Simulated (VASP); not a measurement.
# C17O in VASP: further runs, part 2 of 2

VASP 6.6.1.

**4. Single point, PBE+D3(BJ)**

File INCAR:

```
SYSTEM = C17O
PREC = Accurate ; ENCUT = 520
EDIFF = 1E-7 ; ISMEAR = 0
SIGMA = 0.05 ; LREAL = Auto
LASPH = .TRUE. ; NELM = 60
ALGO = Normal ; ISIF = 2
LWAVE = .FALSE. ; LCHARG = .FALSE.
LDIPOL = .TRUE. ; IDIPOL = 3
DIPOL = 0.5 0.5 0.313 ; GGA = PE
IVDW = 12 ; NBANDS = 52
```

File KPOINTS:

```
Automatic mesh
0
G
  6 6 1
  0 0 0
```

File POSCAR:

```
C17O
1.0
    4.9298867130      0.0000000000      0.0000000000
   -0.0081547558      4.4132984516      0.0000000000
    0.0000000000      0.0000000000     23.6650337471
C O
17 1
Direct
    0.3745684085      0.7405378974      0.1690257467
    0.8745684085      0.7405378974      0.1690257467
    0.1243974091      0.6365956441      0.1920114160
    0.6243974091      0.6365956441      0.1920114160
    0.1240513173      0.4291046681      0.2380452569
    0.6240513173      0.4291046681      0.2380452569
    0.3738803179      0.3251624149      0.2610309261
    0.8738803179      0.3251624149      0.2610309261
    0.3735338584      0.1126520408      0.3070664644
    0.8735338584      0.1126520408      0.3070664644
    0.1233638388      0.0072945126      0.3289983678
    0.6233638388      0.0072945126      0.3289983678
    0.1229920122      0.7810454900      0.3748118563
    0.6229920122      0.7810454900      0.3748118563
    0.3728273188      0.6826774530      0.3936201337
    0.8728273188      0.6826774530      0.3936201337
    0.4978273188      1.4326774530      0.5774356332
    0.4978273188      1.4326774530      0.5288407310
```

Potentials or basis: VASP PAW PBE potentials, release 64 (C, O).

Run with:

```
$ cat potpaw_PBE.64/C/POTCAR potpaw_PBE.64/O/POTCAR > POTCAR
$ mpirun -np 1 vasp_std > vasp.out
```

OUTCAR:

```text
SYSTEM = C17O
   PREC = Accurate
   ENCUT = 520
   EDIFF = 1E-7
   ISMEAR = 0
   LREAL = Auto
   LASPH = .TRUE.
   NELM = 60
   ISIF = 2
   GGA = PE
   IVDW = 12
 IVDW          = 12

 ion  position               nearest neighbor table
   1  0.375  0.741  0.169-   3 1.42   4 1.42
   2  0.875  0.741  0.169-   4 1.42   3 1.42
   3  0.124  0.637  0.192-   1 1.42   5 1.42   2 1.42
   4  0.624  0.637  0.192-   2 1.42   6 1.42   1 1.42
   5  0.124  0.429  0.238-   8 1.42   7 1.42   3 1.42
   6  0.624  0.429  0.238-   7 1.42   8 1.42   4 1.42
   7  0.374  0.325  0.261-   6 1.42   5 1.42   9 1.44
   8  0.874  0.325  0.261-   5 1.42   6 1.42  10 1.44
   9  0.374  0.113  0.307-  11 1.42  12 1.42   7 1.44
  10  0.874  0.113  0.307-  12 1.42  11 1.42   8 1.44
  11  0.123  0.007  0.329-   9 1.42  10 1.42  13 1.47
  12  0.623  0.007  0.329-  10 1.42   9 1.42  14 1.47
  13  0.123  0.781  0.375-  15 1.38  16 1.38  11 1.47
  14  0.623  0.781  0.375-  16 1.38  15 1.38  12 1.47
  15  0.373  0.683  0.394-  13 1.38  14 1.38
  16  0.873  0.683  0.394-  14 1.38  13 1.38
  17  0.498  0.433  0.577-  18 1.15
  18  0.498  0.433  0.529-  17 1.15

  Warning from LATTYP: Monoclinic adjustment (A1->A3, A2->A1, A3->A2)!
[... 232 lines left out ...]
      6     -17.6700      2.00000
[... 1029 lines left out ...]
     48       4.2359      0.00000
     49       4.8163      0.00000
 [bands above 49 left out]

------------------------ aborting loop because EDIFF is reached ----------------------------------------

 vacuum level on the upper side and lower side of the slab       (xc-potential included)        -0.183         0.170

 Edisp (eV)   -1.93963

 E8    (eV) :    -0.5697

  FORCE on cell =-STRESS in cart. coord.  units (eV):
  Direction    XX          YY          ZZ          XY          YZ          ZX
  --------------------------------------------------------------------------------------
  -------------------------------------------------------------------------------------
  Total       2.57186    -0.11292    -1.14030    -0.01084    -0.25834     0.03528
  in kB       8.00296    -0.35137    -3.54830    -0.03374    -0.80389     0.10978
  external pressure =        1.37 kB  Pullay stress =        0.00 kB

 VOLUME and BASIS-vectors are now :
 -----------------------------------------------------------------------------
  energy-cutoff  :      520.00
  volume of cell :      514.88
      direct lattice vectors                 reciprocal lattice vectors
     4.929886713  0.000000000  0.000000000     0.202844418  0.000374810  0.000000000
    -0.008154756  4.413298452  0.000000000     0.000000000  0.226587894  0.000000000
     0.000000000  0.000000000 23.665033747     0.000000000  0.000000000  0.042256437

 POSITION                                       TOTAL-FORCE (eV/Angst)
 -----------------------------------------------------------------------------------
      1.84054      3.26821      4.00000        -0.002789     -1.162892      1.521161
      4.30548      3.26821      4.00000         0.002829     -1.161323      1.521146
      0.60807      2.80949      4.54396        -0.004108      1.857212     -2.295981
      3.07302      2.80949      4.54396        -0.002743      1.861637     -2.301215
      0.60806      1.89377      5.63335         0.003378     -0.844614      0.993776
      3.07300      1.89377      5.63335         0.003235     -0.845661      0.993734
[... 10 lines left out ...]
      2.45070      1.90953     13.66503         0.001291      0.005496     -0.739467
      2.45070      1.90953     12.51503         0.010192     -0.007654      0.699594
 -----------------------------------------------------------------------------------
    total drift:                               -0.000550     -0.002026      0.006782

  FREE ENERGIE OF THE ION-ELECTRON SYSTEM (eV)
  ---------------------------------------------------
  free  energy   TOTEN  =      -151.1172540187 eV

  energy  without entropy=     -151.0942527058  energy(sigma->0) =     -151.10575336

 vacuum level on the upper side and lower side of the slab         3.059         3.423
```

OSZICAR:

```text
N       E                     dE             d eps       ncg     rms          rms(c)
DAV:   1     0.580337450869E+03    0.58034E+03   -0.30629E+04  2120   0.114E+03
DAV:   2    -0.694421305666E+02   -0.64978E+03   -0.62869E+03  2996   0.272E+02
DAV:   3    -0.155913112477E+03   -0.86471E+02   -0.85556E+02  2432   0.103E+02
[... 21 lines left out ...]
DAV:  25    -0.149177614952E+03   -0.10928E-04   -0.76860E-07  1904   0.203E-03    0.126E-03
DAV:  26    -0.149177620076E+03   -0.51244E-05   -0.16124E-07  1852   0.104E-03    0.518E-04
DAV:  27    -0.149177622639E+03   -0.25629E-05   -0.10341E-07  1808   0.750E-04    0.205E-04
DAV:  28    -0.149177622899E+03   -0.25946E-06   -0.93413E-09  1604   0.311E-04    0.113E-04
DAV:  29    -0.149177622982E+03   -0.83467E-07   -0.71710E-09  1476   0.190E-04
   1 F= -.15111725E+03 E0= -.15110575E+03  d E =-.230013E-01
```

stdout:

```text
POSCAR found type information on POSCAR C O
 POSCAR found :  2 types and      18 ions
 scaLAPACK will be used
 LDA part: xc-table for (Slater+PW92), standard interpolation
 POSCAR, INCAR and KPOINTS ok, starting setup
 FFT: planning ... GRIDC
 FFT: planning ... GRID_SOFT
 FFT: planning ... GRID
 WAVECAR not read
 entering main loop
```

It took 24 min on 1 thread of Oxide Virtual Turin-like, shared host; peak memory 0.69 GiB.

What came out:

```yaml
Free_energy: -151.1173 eV
Largest_force: 2.960 eV/Å
Band_gap_on_the_k_mesh: zero (bands 37 and 38 overlap by 0.04 eV)
Dispersion_energy_per_atom: -0.108 eV
```

Forces in eV/Å, atoms in the order of the input:
```
C   -0.003 -1.163  1.521
C    0.003 -1.161  1.521
C   -0.004  1.857 -2.296
C   -0.003  1.862 -2.301
C    0.003 -0.845  0.994
C    0.003 -0.846  0.994
C    0.001  0.160 -0.218
C    0.000  0.159 -0.218
C   -0.006 -0.027  0.009
C    0.010 -0.031  0.012
C    0.010  0.044 -0.042
C   -0.006  0.034 -0.032
C   -0.011  0.001  0.014
C   -0.008 -0.055  0.078
C   -0.030  0.029 -0.037
C    0.030 -0.017  0.039
C    0.001  0.005 -0.739
O    0.010 -0.008  0.700
```

**5. The runs side by side**

```csv
cell,gap on the mesh (eV),largest force (eV/Å)
"as given, atomic positions A",none,2.96
"as given, atomic positions B",none,2.96
"as given, atomic positions C",none,2.96
```

Alike in all rows: task single point; level PBE+D3(BJ); potentials or basis VASP PAW PBE potentials, release 64 (C, O); no spin polarisation; k mesh 6 × 6 × 1; cutoff (eV) 520; smearing gaussian 0.05 eV.

Total energies depend on the potentials used, so only differences within one code and one set of settings carry meaning.
